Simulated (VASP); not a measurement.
# Na (I4/mmm) in VASP: single point with PBEsol

Aim: the single point of Na with PBEsol.

Everything below comes from runs of VASP 6.6.1. Logs are shortened: lines on timing, memory, paths and dates and some standing lists are left out, and cuts for length are marked.

### 1 The cell of the first run

It takes space group I4/mmm (No. 139, tetragonal). The conventional cell has a = 3.700 Å, b = 3.700 Å, c = 5.549 Å, α = 90.00°, β = 90.00°, γ = 90.00°. Within 4.9 Å of Na (site symmetry 4/mmm) lie 12 Na at 3.70 to 3.81 Å.

### 2 Single point, PBEsol

Input file INCAR:

```
SYSTEM = Na
PREC     = Accurate       ! precision mode
ENCUT    = 520            ! plane-wave cutoff, eV
EDIFF    = 1E-6           ! SCF threshold, eV
ISMEAR   = 0              ! smearing method
SIGMA    = 0.15           ! smearing width, eV
LREAL    = .FALSE.        ! projectors in reciprocal space
LASPH    = .TRUE.         ! aspherical terms in the spheres
NELM     = 100            ! most SCF steps
ALGO     = Fast           ! electronic algorithm
ISIF     = 2              ! what is computed and relaxed
LWAVE    = .FALSE.        ! write WAVECAR
LCHARG   = .FALSE.        ! write CHGCAR
GGA      = PS             ! functional
NBANDS   = 10             ! bands
```

Input file KPOINTS:

```
Automatic mesh
0
G
  18 18 18
  0 0 0
```

Input file POSCAR:

```
Na
1.0
   -1.8498066341      1.8498066341      2.7747099511
    1.8498066341     -1.8498066341      2.7747099511
    1.8498066341      1.8498066341     -2.7747099511
Na
1
Direct
    0.0000000000      0.0000000000      0.0000000000
```

Potentials or basis: VASP PAW PBE potentials, release 64 (Na_pv).

Launch:

```console
$ cat potpaw_PBE.64/Na_pv/POTCAR > POTCAR
$ mpirun -np 1 vasp_std > vasp.out
```

OUTCAR:

```text
SYSTEM = Na
   PREC = Accurate
   ENCUT = 520
   EDIFF = 1E-6
   ISMEAR = 0
   LREAL = .FALSE.
   LASPH = .TRUE.
   NELM = 100
   ISIF = 2
   GGA = PS

 ion  position               nearest neighbor table
   1  0.000  0.000  0.000-

  LATTYP: Found a body centered tetragonal cell.
 ALAT       =     3.6996132682
 C/A-ratio  =     1.5000000000

  Lattice vectors:

 A1 = (  -1.8498066341,   1.8498066341,   2.7747099511)
 A2 = (   1.8498066341,  -1.8498066341,   2.7747099511)
 A3 = (   1.8498066341,   1.8498066341,  -2.7747099511)

Analysis of symmetry for initial positions (statically):
=====================================================================
 Subroutine PRICEL returns:
 Original cell was already a primitive cell.

 Routine SETGRP: Setting up the symmetry group for a
 body centered tetragonal supercell.

 Subroutine GETGRP returns: Found 16 space group operations
 (whereof 16 operations were pure point group operations)
 out of a pool of 16 trial point group operations.

The static configuration has the point symmetry D_4h.

Analysis of symmetry for dynamics (positions and initial velocities):
=====================================================================
 Subroutine PRICEL returns:
 Original cell was already a primitive cell.

 Routine SETGRP: Setting up the symmetry group for a
 body centered tetragonal supercell.

 Subroutine GETGRP returns: Found 16 space group operations
 (whereof 16 operations were pure point group operations)
 out of a pool of 16 trial point group operations.

The dynamic configuration has the point symmetry D_4h.

 Subroutine INISYM returns: Found 16 space group operations
 (whereof 16 operations are pure point group operations),
 and found     1 'primitive' translations

----------------------------------------------------------------------------------------

                                     Primitive cell

  volume of cell :      37.9778

  direct lattice vectors                    reciprocal lattice vectors
    -1.849806634  1.849806634  2.774709951     0.000000000  0.270298522  0.180199015
     1.849806634 -1.849806634  2.774709951     0.270298522  0.000000000  0.180199015
     1.849806634  1.849806634 -2.774709951     0.270298522  0.270298522  0.000000000

  length of vectors
     3.813474070  3.813474070  3.813474070     0.324858394  0.324858394  0.382259836

  position of ions in fractional coordinates (direct lattice)
     0.000000000  0.000000000  0.000000000

  ion indices of the primitive-cell ions
   primitive index   ion index
                 1           1

----------------------------------------------------------------------------------------

 KPOINTS: Automatic mesh

Automatic generation of k-mesh.
 Grid dimensions read from file:
 generate k-points for:   18   18   18

 Generating k-lattice:

  Cartesian coordinates                     Fractional coordinates (reciprocal lattice)
     0.000000000  0.015016585  0.010011056     0.055555556 -0.000000000  0.000000000
     0.015016585  0.000000000  0.010011056    -0.000000000  0.055555556  0.000000000
     0.015016585  0.015016585  0.000000000     0.000000000  0.000000000  0.055555556

  Length of vectors
     0.018047689  0.018047689  0.021236658

  Shift w.r.t. Gamma in fractional coordinates (k-lattice)
     0.000000000  0.000000000  0.000000000

 Subroutine IBZKPT returns following result:
 ===========================================

 Found    480 irreducible k-points:

 Following reciprocal coordinates:
            Coordinates               Weight
  0.000000  0.000000  0.000000      1.000000
  0.055556  0.000000  0.000000      8.000000
  0.111111  0.000000  0.000000      8.000000
  0.166667  0.000000  0.000000      8.000000
  0.222222  0.000000  0.000000      8.000000
  0.277778  0.000000 -0.000000      8.000000
[... 16 lines left out ...]
 -0.277778  0.055556  0.000000     16.000000
 -0.222222  0.055556  0.000000     16.000000
 [... further k-points ...]
   k-points           NKPTS =    480   k-points in BZ     NKDIM =    480   number of bands    NBANDS=     10
   number of dos      NEDOS =    301   number of ions     NIONS =      1
   total plane-waves  NPLWV =  21952
   dimension x,y,z NGX =    28 NGY =   28 NGZ =   28
   dimension x,y,z NGXF=    56 NGYF=   56 NGZF=   56
   ions per type =               1
   NGX,Y,Z   is equivalent  to a cutoff of  12.21, 12.21, 12.21 a.u.
   NGXF,Y,Z  is equivalent  to a cutoff of  24.41, 24.41, 24.41 a.u.
 SYSTEM =  Na
   PREC   = accura    normal or accurate (medium, high low for compatibility)
   ISTART =      0    job   : 0-new  1-cont  2-samecut
   ICHARG =      2    charge: 1-file 2-atom 10-const
   ISPIN  =      1    spin polarized calculation?
   LNONCOLLINEAR =      F non collinear calculations
   LSORBIT =      F    spin-orbit coupling
   LASPH  =      T    aspherical Exc in radial PAW
   ENCUT  =  520.0 eV  38.22 Ry    6.18 a.u.   7.09  7.09  7.09*2*pi/ulx,y,z
   NELM   =    100;   NELMIN=  2; NELMDL= -5     # of ELM steps
   EDIFF  = 0.1E-05   stopping-criterion for ELM
   LREAL  =      F    real-space projection
   EDIFFG = 0.1E-04   stopping-criterion for IOM
   NSW    =      0    number of steps for IOM
   IBRION =     -1    ionic relax: 0-MD 1-quasi-New 2-CG
   NFREE  =      0    steps in history (QN), initial steepest desc. (CG)
   ISIF   =      2    stress and relaxation
   ISYM   =      2    0-nonsym 1-usesym 2-fastsym
   POTIM  = 0.5000    time-step for ionic-motion
   TEBEG  =    0.0;   TEEND  =   0.0 temperature during run
   PSTRESS=    0.0 pullay stress
   NELECT =       7.0000    total number of electrons
   NUPDOWN=      -1.0000    fix difference up-down
   EMIN   =  10.00;   EMAX   =-10.00  energy-range for DOS
   EFERMI =   0.00;   METHOD = LEGACY
   ISMEAR =     0;   SIGMA  =   0.15  broadening in eV -4-tet -1-fermi 0-gaus
   EFERMI_NEDOS =   21; number of points for ismear=-14 and -15
   IALGO  =     68    algorithm
   IMIX   =      4    mixing-type and parameters
     AMIX     =   0.40;   BMIX     =  1.00
     AMIX_MAG =   1.60;   BMIX_MAG =  1.00
  volume/ion in A,a.u.               =      37.98       256.29
  Fermi-wavevector in a.u.,A,eV,Ry     =   0.931674  1.760609 11.810087  0.868017
  Thomas-Fermi vector in A             =   2.058192
   LORBIT       =      0    0 simple, 1 ext, 2 COOP (PROOUT), +10 PAW based schemes
   GGA     = PS    functional components
   LHFCALC =     F    Hartree Fock is set to
   AEXX    =    0.0000 exact exchange contribution
   IVDW    =     0    specifies the selected vdW correction
   LEPSILON=     F    determine dielectric tensor
   LRPA    =     F    only Hartree local field effects (RPA)
 non-spin polarized calculation
 RMM-DIIS sequential band-by-band and
 Gauss-broadening in eV      SIGMA  =   0.15
  energy-cutoff  :      520.00
  volume of cell :       37.98
 maximum number of plane-waves:      1042
   NGX = 15   NGY = 15   NGZ = 15

 number of electron       6.9999988 magnetization

 Free energy of the ion-electron system (eV)
  ---------------------------------------------------
  ext. energy  EPLUGINS =         0.00000000
  ---------------------------------------------------
  free energy    TOTEN  =        -1.40043279 eV

  energy without entropy =       -1.39510513  energy(sigma->0) =       -1.39776896

 E-fermi :   0.2502     XC(G=0):  -6.4374

 val. band max:        0.2426941279   @ k =  -0.3889  -0.3889   0.2778
 cond. band min:       0.2712959767   @ k =   0.5000   0.1667   0.0556
 fundamental gap:      0.0286018487
 Fermi energy:         0.2501693409

 k-point     1 :       0.0000    0.0000    0.0000
  band No.  band energies     occupation
      1     -24.5653      2.00000
      2     -24.5653      2.00000
      3     -24.5649      2.00000
      4      -2.9898      2.00000
      5      11.0692      0.00000
      6      11.2809      0.00000
      7      11.2809      0.00000
      8      12.2869      0.00000
      9      12.7159      0.00000
     10      12.7263      0.00000

 k-point     2 :       0.0556    0.0000    0.0000
  band No.  band energies     occupation
      1     -24.5662      2.00000
      2     -24.5654      2.00000
      3     -24.5652      2.00000
      4      -2.9391      2.00000
      5      10.2711      0.00000
      6      11.0036      0.00000
      7      11.1802      0.00000
      8      12.3941      0.00000
      9      12.8987      0.00000
     10      12.9381      0.00000

 k-point     3 :       0.1111    0.0000    0.0000
  band No.  band energies     occupation
      1     -24.5691      2.00000
      2     -24.5657      2.00000
      3     -24.5657      2.00000
      4      -2.7875      2.00000
      5       8.9309      0.00000
      6      10.7163      0.00000
      7      10.9755      0.00000
      8      12.1401      0.00000
      9      13.3528      0.00000
     10      13.4005      0.00000

 k-point     4 :       0.1667    0.0000    0.0000
  band No.  band energies     occupation
      1     -24.5735      2.00000
      2     -24.5665      2.00000
      3     -24.5661      2.00000
      4      -2.5358      2.00000
      5       7.5929      0.00000
      6      10.4272      0.00000
      7      10.7770      0.00000
      8      11.8396      0.00000
      9      12.9719      0.00000
     10      13.8920      0.00000
[... 222 lines left out ...]
 k-point    22 :      -0.3333    0.0556    0.0000
  band No.  band energies     occupation
      1     -24.5884      2.00000
      2     -24.5695      2.00000
      3     -24.5679      2.00000
      4      -1.3292      2.00000
      5       4.3294      0.00000
      6       9.3448      0.00000
      7      10.1173      0.00000
      8      11.4746      0.00000
      9      12.2224      0.00000
     10      12.7502      0.00000

 k-point    23 :      -0.2778    0.0556    0.0000
  band No.  band energies     occupation
      1     -24.5830      2.00000
      2     -24.5686      2.00000
      3     -24.5672      2.00000
      4      -1.8413      2.00000
      5       5.4932      0.00000
      6       9.4810      0.00000
      7      10.2128      0.00000
      8      11.9955      0.00000
      9      12.4708      0.00000
     10      13.0527      0.00000

 k-point    24 :      -0.2222    0.0556    0.0000
  band No.  band energies     occupation
      1     -24.5775      2.00000
      2     -24.5676      2.00000
      3     -24.5666      2.00000
      4      -2.2585      2.00000
      5       6.7284      0.00000
      6       9.6863      0.00000
      7      10.3649      0.00000
      8      12.5491      0.00000
      9      12.6637      0.00000
     10      13.3416      0.00000

 [... further k-points ...]
[... 5 lines left out ...]
  --------------------------------------------------------------------------------------
  -------------------------------------------------------------------------------------
  Total       -0.0446564     -0.0446564     -0.0808082      0.0000000      0.0000000      0.0000000
  in kB       -1.8839251     -1.8839251     -3.4090696      0.0000000      0.0000000      0.0000000
  external PRESSURE =      -2.3923066 kB  Pullay stress =       0.0000000 kB

 VOLUME and BASIS-vectors are now :
 -----------------------------------------------------------------------------
  energy-cutoff  :      520.00
  volume of cell :       37.98
      direct lattice vectors                 reciprocal lattice vectors
    -1.849806634  1.849806634  2.774709951     0.000000000  0.270298522  0.180199015
     1.849806634 -1.849806634  2.774709951     0.270298522  0.000000000  0.180199015
     1.849806634  1.849806634 -2.774709951     0.270298522  0.270298522  0.000000000

 POSITION                                       TOTAL-FORCE (eV/Angst)
 -----------------------------------------------------------------------------------
      0.00000      0.00000      0.00000         0.000000      0.000000      0.000000
 -----------------------------------------------------------------------------------
    total drift:                               -0.000000     -0.000000     -0.000000

  FREE ENERGIE OF THE ION-ELECTRON SYSTEM (eV)
  ---------------------------------------------------
  free  energy   TOTEN  =        -1.4004327904 eV

  energy  without entropy=       -1.3951051314  energy(sigma->0) =       -1.39776896
```

Wall time 53 s (1 thread of Intel Xeon 6975P-C (Granite Rapids), shared host); peak memory 0.26 GiB.

Results:

| Quantity | Value |
| --- | --- |
| Free energy | -1.4004 eV |
| Pressure | -0.2 GPa |

Caveat: the PAW data sets were made with another functional, which shifts forces and pressure a little.
